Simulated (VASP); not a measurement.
## Hf: single point with PBE

Crystal: Hf.

```
CELL_PARAMETERS angstrom
-2.78441 2.78441 1.50345
2.78441 -2.78441 1.50345
2.78441 2.78441 -1.50345
ATOMIC_POSITIONS crystal
Hf 0.62500 0.87500 0.75000
Hf 0.37500 0.12500 0.25000
```

| Item | Value |
| --- | --- |
| Program | VASP 6.6.1 |
| Task | single point |
| Functional | PBE |
| Potentials or basis | VASP PAW PBE potentials, release 64 (Hf_pv) |
| Cutoff | 520 eV |
| k mesh | 14 × 14 × 14 |
| Occupations | fermi-dirac, width 0.05 eV |
| Spin | no spin polarisation |
| Dipole correction | no |
| Further INCAR settings | ALGO = Normal; EDIFF = 1e-06; NBANDS = 17 |

```yaml
Pressure: -0.3 GPa
Band_gap_on_the_k_mesh: zero (band 10 reaches 4.52 eV, above the bottom of band 11 at 3.78 eV)
```

Levels at points of the mesh, in eV from the Fermi level:
```
           k point  band 7  band 8  band 9  band 10  band 11  band 12  band 13  band 14
(0.00, 0.00, 0.00)   -6.72   -2.85   -1.00    -0.98     0.25     3.91     3.91     3.99
(0.50, 0.00, 0.00)   -2.79   -2.15   -0.97    -0.21     0.67     1.78     1.85     3.79
(0.50, 0.50, 0.00)   -3.71   -3.71   -0.44    -0.44     0.89     0.89     2.27     2.27
(0.50, 0.50, 0.50)   -3.24   -3.24    0.16     0.16     0.21     0.21     3.30     3.30
```

It took 87 s on 1 thread of Intel(R) Xeon(R) Platinum 8559C (Emerald Rapids), with other jobs on the host, peak memory 0.29 GiB.

Caveat: spin-orbit coupling is left out, which moves the levels of the heavy elements.
